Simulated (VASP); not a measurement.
Here is a VASP 6.6.1 calculation.

INCAR

```
PREC     = Accurate       # precision mode
ENCUT    = 600            # plane-wave cutoff, eV
EDIFF    = 1E-6           # SCF threshold, eV
ISMEAR   = 0              # smearing method
SIGMA    = 0.1            # smearing width, eV
LREAL    = False          # projectors in reciprocal space
LASPH    = True           # aspherical terms in the spheres
NELM     = 80             # most SCF steps
ALGO     = Normal         # electronic algorithm
ISIF     = 3              # what is computed and relaxed
LWAVE    = False          # write WAVECAR
LCHARG   = False          # write CHGCAR
GGA      = PE             # functional
IBRION   = 2              # ionic algorithm
NSW      = 90             # ionic steps
EDIFFG   = -0.04          # ionic threshold
```

File KPOINTS:

```
Automatic mesh
0
Gamma
  6 6 4
```

File POSCAR:

```
Si2B2C
1.0
    3.2065300700      0.0000000000      0.0000000000
    0.0000000000      3.2065300700      0.0000000000
    0.0000000000      0.0000000000      5.6102071500
Si B C
2 2 1
Direct
    0.0000000000      0.5000000000      0.5000000000
    0.5000000000      0.0000000000      0.5000000000
    0.0000000000      0.0000000000      0.5000000000
    0.5000000000      0.5000000000      0.0000000000
    0.0000000000      0.0000000000      0.0000000000
```

Potentials or basis: VASP PAW PBE potentials, release 64 (Si, B, C).

Run with:

```console
$ cat potpaw_PBE.64/Si/POTCAR potpaw_PBE.64/B/POTCAR potpaw_PBE.64/C/POTCAR > POTCAR
$ mpirun -np 1 vasp_std > vasp.out
```

Task: What does it give for the band gap on the k mesh?

Result: Zero (band 9 reaches 10.69 eV, above the bottom of band 10 at 6.08 eV).

Task: Predict the space group after relaxing (to 0.05 Å).

Result: P4/mmm (No. 123).

Stress tensor (GPa, compression positive):
```
 0.15  0.00  0.00
 0.00  0.15  0.00
 0.00  0.00 -0.01
```
